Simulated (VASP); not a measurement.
# ZnS (P1) in VASP: notebook, part 2 of 2

VASP 6.6.1. Earlier steps stand in the parts before.

## (4) Electric field gradients, PBE (equal xy, yz and zx shear strains of +2 %)

Input file INCAR:

```
SYSTEM = ZnS
PREC     = Accurate       ! precision mode
ENCUT    = 520            ! plane-wave cutoff, eV
EDIFF    = 1E-8           ! SCF threshold, eV
ISMEAR   = -1             ! smearing method
SIGMA    = 0.03           ! smearing width, eV
LREAL    = .False.        ! projectors in reciprocal space
LASPH    = .True.         ! aspherical terms in the spheres
NELM     = 80             ! most SCF steps
ALGO     = Normal         ! electronic algorithm
ISIF     = 2              ! what is computed and relaxed
LWAVE    = .False.        ! write WAVECAR
LCHARG   = .False.        ! write CHGCAR
GGA      = PE             ! functional
LEFG     = .True.       
NBANDS   = 26             ! bands
```

Input file KPOINTS:

```
regular mesh
0
Gamma
  8 8 5
  0 0 0
```

Input file POSCAR:

```
ZnS
1.0
    3.8109987816      0.0381099878      0.0381099878
   -1.8724951732      3.2813667647      0.0139492237
    0.0623400000      0.0623400000      6.2340000000
Zn S
2 2
Direct
    0.3333333333      0.6666666667      0.0000000000
    0.6666666667      0.3333333333      0.5000000000
    0.3333333333      0.6666666667      0.3850000000
    0.6666666667      0.3333333333      0.8850000000
```

Potentials or basis: VASP PAW PBE potentials, release 64 (Zn, S).

Command:

```bash
$ cat potpaw_PBE.64/Zn/POTCAR potpaw_PBE.64/S/POTCAR > POTCAR
$ mpirun -np 1 vasp_std > vasp.out
```

OUTCAR:

```text
SYSTEM = ZnS
   PREC = Accurate
   ENCUT = 520
   EDIFF = 1E-8
   ISMEAR = -1
   LREAL = .False.
   LASPH = .True.
   NELM = 80
   ISIF = 2
   GGA = PE

 ion  position               nearest neighbor table
   1  0.333  0.667  0.000-   4 2.29   4 2.30   4 2.35   3 2.40
   2  0.667  0.333  0.500-   3 2.30   3 2.31   3 2.33   4 2.40
   3  0.333  0.667  0.385-   2 2.30   2 2.31   2 2.33   1 2.40
   4  0.667  0.333  0.885-   1 2.29   1 2.30   1 2.35   2 2.40

  LATTYP: Found a triclinic cell.
 ALAT       =     3.8444027250
 B/A-ratio  =     0.9827452114
 C/A-ratio  =     1.6217404406
 COS(alpha) =     0.0074204947
 COS(beta)  =     0.0272158149
 COS(gamma) =     0.5000757388

  Lattice vectors:

 A1 = (   1.9385036084,   3.3194767525,   0.0520592115)
 A2 = (  -1.8724951732,   3.2813667647,   0.0139492237)
 A3 = (   0.0623400000,   0.0623400000,   6.2340000000)

Analysis of symmetry for initial positions (statically):
=====================================================================
 Subroutine PRICEL returns:
 Original cell was already a primitive cell.

 Routine SETGRP: Setting up the symmetry group for a
 triclinic supercell.

 Subroutine GETGRP returns: Found  1 space group operations
 (whereof  1 operations were pure point group operations)
 out of a pool of  2 trial point group operations.

The static configuration has the point symmetry C_1 .

Analysis of symmetry for dynamics (positions and initial velocities):
=====================================================================
 Subroutine PRICEL returns:
 Original cell was already a primitive cell.
[... 170 lines left out ...]
      3      -4.2106      2.00000
      4      -4.2047      2.00000
      5      -4.1471      2.00000
      6      -4.1398      2.00000
[... 685 lines left out ...]
     25      11.8163      0.00000
     26      12.0718      0.00000

 [... further k-points ...]
[... 5 lines left out ...]
  --------------------------------------------------------------------------------------
  -------------------------------------------------------------------------------------
  Total        1.5974405      1.5904554      0.5678996     -0.5789827     -0.3520241     -0.3525928
  in kB       32.6504873     32.5077170     11.6074432    -11.8339734     -7.1951083     -7.2067319
  external PRESSURE =      25.5885492 kB  Pullay stress =       0.0000000 kB

 VOLUME and BASIS-vectors are now :
 -----------------------------------------------------------------------------
  energy-cutoff  :      520.00
  volume of cell :       78.39
      direct lattice vectors                 reciprocal lattice vectors
     3.810998782  0.038109988  0.038109988     0.260950120  0.148927276 -0.004098774
    -1.872495173  3.281366765  0.013949224    -0.003000511  0.303051589 -0.003000511
     0.062340000  0.062340000  6.234000000    -0.001588539 -0.001588539  0.160442422

 POSITION                                       TOTAL-FORCE (eV/Angst)
 -----------------------------------------------------------------------------------
      0.02200      2.20028      0.02200        -0.186720     -0.069586      0.330114
      1.94767      1.15037      3.14706         0.038861     -0.077375      0.323196
      0.04600      2.22428      2.42209        -0.066423      0.077506     -0.321203
      1.97167      1.17437      5.54715         0.214282      0.069454     -0.332107
 -----------------------------------------------------------------------------------
    total drift:                               -0.000027     -0.000135      0.000508

  FREE ENERGIE OF THE ION-ELECTRON SYSTEM (eV)
  ---------------------------------------------------
  free  energy   TOTEN  =       -13.6406790841 eV

  energy  without entropy=      -13.6406790841  energy(sigma->0) =      -13.64067908

 Electric field gradients (V/A^2)
---------------------------------------------------------------------
 ion       V_xx      V_yy      V_zz      V_xy      V_xz      V_yz
---------------------------------------------------------------------
   1      -5.741   -13.696    19.437     7.449     3.865    -0.133
   2     -13.663    -5.612    19.276    -0.553    -4.037    -0.044
   3       3.330     2.475    -5.804     3.718     4.281     3.283
   4       2.569     3.151    -5.720     3.000     2.267     3.261
---------------------------------------------------------------------

 Electric field gradients after diagonalization (V/A^2)
 (convention: |V_zz| > |V_xx| > |V_yy|)
----------------------------------------------------------------------
 ion       V_xx      V_yy      V_zz     asymmetry (V_yy - V_xx)/ V_zz
----------------------------------------------------------------------
   1     -18.282    -1.765    20.047       0.824
   2     -14.187    -5.576    19.763       0.436
   3      -7.828    -0.822     8.650       0.810
   4      -6.966    -0.122     7.088       0.966
----------------------------------------------------------------------

           NMR quadrupolar parameters

 Cq : quadrupolar parameter    Cq=e*Q*V_zz/h
 eta: asymmetry parameters     (V_yy - V_xx)/ V_zz
 Q  : nuclear electric quadrupole moment in mb (millibarn)
----------------------------------------------------------------------
 ion       Cq(MHz)       eta       Q (mb)
----------------------------------------------------------------------
   1       0.048       0.824       1.000
   2       0.048       0.436       1.000
   3       0.021       0.810       1.000
   4       0.017       0.966       1.000
----------------------------------------------------------------------
```

OSZICAR:

```text
N       E                     dE             d eps       ncg     rms          rms(c)
DAV:   1     0.244653537048E+03    0.24465E+03   -0.17084E+04  8424   0.167E+03
DAV:   2     0.103337213380E+02   -0.23432E+03   -0.22394E+03  8634   0.351E+02
DAV:   3    -0.139054879501E+02   -0.24239E+02   -0.23995E+02 10138   0.112E+02
DAV:   4    -0.144935167504E+02   -0.58803E+00   -0.58675E+00  9890   0.175E+01
DAV:   5    -0.145026151427E+02   -0.90984E-02   -0.90958E-02 10270   0.215E+00    0.994E+00
DAV:   6    -0.136509732065E+02    0.85164E+00   -0.16508E+00 12654   0.372E+01    0.763E+00
DAV:   7    -0.136465243005E+02    0.44489E-02   -0.12513E+00  9012   0.656E+00    0.346E+00
DAV:   8    -0.136398468163E+02    0.66775E-02   -0.35492E-02 10460   0.177E+00    0.980E-01
DAV:   9    -0.136403162617E+02   -0.46945E-03   -0.93802E-03 11496   0.131E+00    0.231E-01
DAV:  10    -0.136404588248E+02   -0.14256E-03   -0.60017E-04  9882   0.340E-01    0.941E-02
DAV:  11    -0.136406755794E+02   -0.21675E-03   -0.33585E-04  8726   0.127E-01    0.531E-02
DAV:  12    -0.136406755545E+02    0.24887E-07   -0.15731E-05 10496   0.487E-02    0.106E-02
DAV:  13    -0.136406788027E+02   -0.32482E-05   -0.46405E-06  8744   0.220E-02    0.401E-03
DAV:  14    -0.136406790010E+02   -0.19836E-06   -0.57623E-07 10166   0.164E-02    0.889E-04
DAV:  15    -0.136406790494E+02   -0.48346E-07   -0.99647E-08  9154   0.437E-03    0.857E-04
DAV:  16    -0.136406790809E+02   -0.31475E-07   -0.29836E-08  8004   0.274E-03    0.298E-04
DAV:  17    -0.136406790841E+02   -0.32765E-08   -0.65208E-09  6066   0.158E-03
   1 F= -.13640679E+02 E0= -.13640679E+02  d E =-.160269E-10
```

It took 6.8 min on 1 thread of Oxide Virtual Turin-like, shared host; peak memory 0.35 GiB.

What came out:

- Free energy: -13.6407 eV
- Pressure: 2.6 GPa
- Largest force: 0.401 eV/Å
- Band gap on the k mesh: 2.21 eV, direct

Forces in eV/Å, atoms in the order of the input:
```
Zn  -0.187 -0.070  0.330
Zn   0.039 -0.077  0.323
S   -0.066  0.078 -0.321
S    0.214  0.069 -0.332
```

Levels at points of the mesh, in eV from the valence-band top:
```
           k point  band 16  band 17  band 18  band 19  band 20  band 21
(0.00, 0.00, 0.00)    -0.12    -0.01     0.00     2.21     2.96     6.17
(0.50, 0.00, 0.00)    -2.19    -1.58    -0.94     3.71     4.31     5.14
(0.00, 0.50, 0.00)    -2.28    -1.59    -1.01     3.59     4.23     5.15
(0.50, 0.50, 0.00)    -2.37    -1.61    -1.09     3.47     4.13     5.16
```

Electric field gradients, principal values (V/Å²):
```csv
atom,least,middle,greatest (by size)
1 Zn,-1.765,-18.282,20.047
2 Zn,-5.576,-14.187,19.763
3 S,-0.822,-7.828,8.650
4 S,-0.122,-6.966,7.088
```

Caveat: the cell differs from its parent crystal (equal xy, yz and zx shear strains of +2 %); without QUAD_EFG the Cq values of the log hold for a quadrupole moment of 1 mb, not for the nuclei.

## (5) Electric field gradients, PBE (equal xy, yz and zx shear strains of +2 %)

Input file INCAR:

```
ALGO = Normal
EDIFF = 1E-8
ENCUT = 520
GGA = PE
ISIF = 2
ISMEAR = -1
LASPH = T
LCHARG = F
LEFG = T
LREAL = F
LWAVE = F
NBANDS = 26
NELM = 100
PREC = Accurate
SIGMA = 0.03
```

Input file KPOINTS:

```
k-points
0
Gamma
  8 8 5
```

POSCAR is that of step 4.

Potentials or basis: VASP PAW PBE potentials, release 64 (Zn, S).

Command:

```bash
$ cat potpaw_PBE.64/Zn/POTCAR potpaw_PBE.64/S/POTCAR > POTCAR
$ mpirun -np 1 vasp_std > vasp.out
```

OUTCAR:

```text
EDIFF = 1E-8
   ENCUT = 520
   GGA = PE
   ISIF = 2
   ISMEAR = -1
   LASPH = T
   LREAL = F
   NELM = 100
   PREC = Accurate

 ion  position               nearest neighbor table
   1  0.333  0.667  0.000-   4 2.29   4 2.30   4 2.35   3 2.40
   2  0.667  0.333  0.500-   3 2.30   3 2.31   3 2.33   4 2.40
   3  0.333  0.667  0.385-   2 2.30   2 2.31   2 2.33   1 2.40
   4  0.667  0.333  0.885-   1 2.29   1 2.30   1 2.35   2 2.40

  LATTYP: Found a triclinic cell.
 ALAT       =     3.8444027250
 B/A-ratio  =     0.9827452114
 C/A-ratio  =     1.6217404406
 COS(alpha) =     0.0074204947
 COS(beta)  =     0.0272158149
 COS(gamma) =     0.5000757388

  Lattice vectors:

 A1 = (   1.9385036084,   3.3194767525,   0.0520592115)
 A2 = (  -1.8724951732,   3.2813667647,   0.0139492237)
 A3 = (   0.0623400000,   0.0623400000,   6.2340000000)

Analysis of symmetry for initial positions (statically):
[... 900 lines left out ...]
 POSITION                                       TOTAL-FORCE (eV/Angst)
 -----------------------------------------------------------------------------------
      0.02200      2.20028      0.02200        -0.186720     -0.069586      0.330114
      1.94767      1.15037      3.14706         0.038861     -0.077375      0.323196
      0.04600      2.22428      2.42209        -0.066423      0.077506     -0.321203
      1.97167      1.17437      5.54715         0.214282      0.069454     -0.332107
 -----------------------------------------------------------------------------------
    total drift:                               -0.000027     -0.000135      0.000508

  FREE ENERGIE OF THE ION-ELECTRON SYSTEM (eV)
  ---------------------------------------------------
  free  energy   TOTEN  =       -13.6406790841 eV

  energy  without entropy=      -13.6406790841  energy(sigma->0) =      -13.64067908

 Electric field gradients (V/A^2)
---------------------------------------------------------------------
 ion       V_xx      V_yy      V_zz      V_xy      V_xz      V_yz
---------------------------------------------------------------------
   1      -5.741   -13.696    19.437     7.449     3.865    -0.133
   2     -13.663    -5.612    19.276    -0.553    -4.037    -0.044
   3       3.330     2.475    -5.804     3.718     4.281     3.283
   4       2.569     3.151    -5.720     3.000     2.267     3.261
---------------------------------------------------------------------

 Electric field gradients after diagonalization (V/A^2)
 (convention: |V_zz| > |V_xx| > |V_yy|)
----------------------------------------------------------------------
 ion       V_xx      V_yy      V_zz     asymmetry (V_yy - V_xx)/ V_zz
----------------------------------------------------------------------
   1     -18.282    -1.765    20.047       0.824
   2     -14.187    -5.576    19.763       0.436
   3      -7.828    -0.822     8.650       0.810
   4      -6.966    -0.122     7.088       0.966
----------------------------------------------------------------------

           NMR quadrupolar parameters

 Cq : quadrupolar parameter    Cq=e*Q*V_zz/h
 eta: asymmetry parameters     (V_yy - V_xx)/ V_zz
 Q  : nuclear electric quadrupole moment in mb (millibarn)
----------------------------------------------------------------------
 ion       Cq(MHz)       eta       Q (mb)
----------------------------------------------------------------------
   1       0.048       0.824       1.000
   2       0.048       0.436       1.000
   3       0.021       0.810       1.000
   4       0.017       0.966       1.000
----------------------------------------------------------------------
```

OSZICAR:

```text
N       E                     dE             d eps       ncg     rms          rms(c)
DAV:   1     0.244653537048E+03    0.24465E+03   -0.17084E+04  8424   0.167E+03
DAV:   2     0.103337213380E+02   -0.23432E+03   -0.22394E+03  8634   0.351E+02
DAV:   3    -0.139054879501E+02   -0.24239E+02   -0.23995E+02 10138   0.112E+02
DAV:   4    -0.144935167504E+02   -0.58803E+00   -0.58675E+00  9890   0.175E+01
DAV:   5    -0.145026151427E+02   -0.90984E-02   -0.90958E-02 10270   0.215E+00    0.994E+00
DAV:   6    -0.136509732065E+02    0.85164E+00   -0.16508E+00 12654   0.372E+01    0.763E+00
DAV:   7    -0.136465243005E+02    0.44489E-02   -0.12513E+00  9012   0.656E+00    0.346E+00
DAV:   8    -0.136398468163E+02    0.66775E-02   -0.35492E-02 10460   0.177E+00    0.980E-01
DAV:   9    -0.136403162617E+02   -0.46945E-03   -0.93802E-03 11496   0.131E+00    0.231E-01
DAV:  10    -0.136404588248E+02   -0.14256E-03   -0.60017E-04  9882   0.340E-01    0.941E-02
DAV:  11    -0.136406755794E+02   -0.21675E-03   -0.33585E-04  8726   0.127E-01    0.531E-02
DAV:  12    -0.136406755545E+02    0.24887E-07   -0.15731E-05 10496   0.487E-02    0.106E-02
DAV:  13    -0.136406788027E+02   -0.32482E-05   -0.46405E-06  8744   0.220E-02    0.401E-03
DAV:  14    -0.136406790010E+02   -0.19836E-06   -0.57623E-07 10166   0.164E-02    0.889E-04
DAV:  15    -0.136406790494E+02   -0.48346E-07   -0.99647E-08  9154   0.437E-03    0.857E-04
DAV:  16    -0.136406790809E+02   -0.31475E-07   -0.29836E-08  8004   0.274E-03    0.298E-04
DAV:  17    -0.136406790841E+02   -0.32765E-08   -0.65208E-09  6066   0.158E-03
   1 F= -.13640679E+02 E0= -.13640679E+02  d E =-.160269E-10
```

stdout:

```text
POSCAR found type information on POSCAR ZnS
 POSCAR found :  2 types and       4 ions
 scaLAPACK will be used
 LDA part: xc-table for (Slater+PW92), standard interpolation
 POSCAR, INCAR and KPOINTS ok, starting setup
 FFT: planning ... GRIDC
 FFT: planning ... GRID_SOFT
 FFT: planning ... GRID
 WAVECAR not read
 entering main loop
ion   1
     0.0000468     0.2070915    -0.0254019     0.8146572     0.1015612     0.1256212
     0.0000645     0.2070915    -0.0254019     0.8146571     0.1015612     0.1256212
     0.0000888     0.2070915    -0.0254019     0.8146571     0.1015612     0.1256212
     0.0001223     0.2070914    -0.0254019     0.8146570     0.1015612     0.1256212

     0.0000468    -7.0023696     0.0786420   -15.8095101    -3.6637232    -3.7166599
     0.0000645    -7.0022321     0.0786391   -15.8091468    -3.6636512    -3.7165860
     0.0000888    -7.0020064     0.0786339   -15.8085478    -3.6635330    -3.7164642
     0.0001223    -7.0016376     0.0786245   -15.8075648    -3.6633400    -3.7162648
[... 23 lines left out ...]
ion   4
     0.0000369    -0.2556847    -0.1965680     0.1067375    -0.1772737    -0.0225281
     0.0000508    -0.2556847    -0.1965680     0.1067375    -0.1772737    -0.0225281
     0.0000700    -0.2556847    -0.1965680     0.1067374    -0.1772737    -0.0225281
     0.0000964    -0.2556847    -0.1965680     0.1067374    -0.1772737    -0.0225281

     0.0000369    -2.8619167    -3.0446454     4.4948737    -2.1539427     0.2401767
     0.0000508    -2.8619120    -3.0446401     4.4948654    -2.1539391     0.2401762
     0.0000700    -2.8619040    -3.0446313     4.4948517    -2.1539330     0.2401754
     0.0000964    -2.8618909    -3.0446168     4.4948290    -2.1539231     0.2401739
```

Wall time 6.7 min (1 thread of Oxide Virtual Turin-like, shared host); peak memory 0.35 GiB.

Results:

| Quantity | Value |
| --- | --- |
| Free energy | -13.6407 eV |
| Pressure | 2.6 GPa |
| Largest force | 0.401 eV/Å |
| Band gap on the k mesh | 2.21 eV, direct |

Forces on the atoms (eV/Å):
```
Zn  -0.187 -0.070  0.330
Zn   0.039 -0.077  0.323
S   -0.066  0.078 -0.321
S    0.214  0.069 -0.332
```

Stress tensor (GPa, compression positive):
```
 3.27 -1.18 -0.72
-1.18  3.25 -0.72
-0.72 -0.72  1.16
```

Electric field gradients, principal values (V/Å²):
```tsv
atom	least	middle	greatest (by size)
1 Zn	-1.765	-18.282	20.047
2 Zn	-5.576	-14.187	19.763
3 S	-0.822	-7.828	8.650
4 S	-0.122	-6.966	7.088
```

Caveat: the cell differs from its parent crystal (equal xy, yz and zx shear strains of +2 %); without QUAD_EFG the Cq values of the log hold for a quadrupole moment of 1 mb, not for the nuclei.
